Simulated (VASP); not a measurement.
Crystal: Mo.

```
CELL_PARAMETERS angstrom
0.00000 2.62826 2.62826
2.62826 0.00000 2.62826
2.62826 2.62826 0.00000
ATOMIC_POSITIONS crystal
Mo 0.50000 0.50000 0.50000
Mo 0.75000 0.75000 0.75000
```

| Item | Value |
| --- | --- |
| Program | VASP 6.6.1 |
| Task | relaxation of cell and atoms |
| Functional | PBE |
| Potentials or basis | VASP PAW PBE potentials, release 64 (Mo_sv) |
| Cutoff | 500 eV |
| k mesh | 6 × 6 × 6 |
| Occupations | gaussian, width 0.1 eV |
| Spin | no spin polarisation |

At the start: pressure 43.1 GPa; volume 18.16 Å³/atom.

Q: How do energy, volume and symmetry change on relaxing?

A: Over 5 steps the energy falls by 526.0 meV/atom and the volume is 22.97 Å³/atom (+26.5 %); space group Fd-3m (No. 227, to 0.05 Å).

The path:
```csv
step,energy change (eV),largest force (eV/Å),pressure (GPa),volume (Å³)
1,0.0000,0.0000,43.09,36.31
2,0.9004,0.0000,-19.41,68.49
3,-1.0430,0.0000,-2.54,47.05
4,-1.0514,0.0000,-0.68,46.23
5,-1.0520,0.0000,0.00,45.94
```

Final structure:
```yaml
crystal:
  lattice:
    - [0.00000, 2.84262, 2.84262]
    - [2.84262, 0.00000, 2.84262]
    - [2.84262, 2.84262, 0.00000]
  atoms:
    - { symbol: Mo, position: [0.50000, 0.50000, 0.50000] }
    - { symbol: Mo, position: [0.75000, 0.75000, 0.75000] }
```

Caveat: the volume moved by over 15 % at a fixed basis, so the end points are rough.
